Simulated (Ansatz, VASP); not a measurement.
**BeAl3 in VASP and in Ansatz**

```xyz
4
Lattice="-1.9422 1.9422 3.6978 1.9422 -1.9422 3.6978 1.9422 1.9422 -3.6978" Properties=species:S:1:pos:R:3 pbc="T T T"
Al    0.0000    0.0000    3.6978
Al    1.9422    0.0000    1.8489
Al    0.0000    1.9422    1.8489
Be    0.0000    0.0000    0.0000
```

Alike in both runs: functional PBE; k mesh 8 × 8 × 8; occupations fermi-dirac, width 0.05 eV; no spin polarisation.

```csv
,VASP,Ansatz
version,VASP 6.6.1,Ansatz 0.2.0
potentials or method,"VASP PAW PBE potentials, release 64 (Al, Be)",Ansatz PAW
plane-wave cutoff (eV),520,420
valence electrons in the cell,11,11
task,single point,band structure
```

Ansatz gave:

- gap on the k mesh at the Fermi level (eV): none
- pressure (GPa): 4.9
- traceless stress, the component that is largest in VASP (GPa): 3.02

Question: Estimate VASP's values.

Answer: gap on the k mesh at the Fermi level (eV): none; pressure (GPa): 4.9; traceless stress, the component that is largest in VASP (GPa): 3.03.

A gap of «none» marks a metal or a gap that the smearing closes.
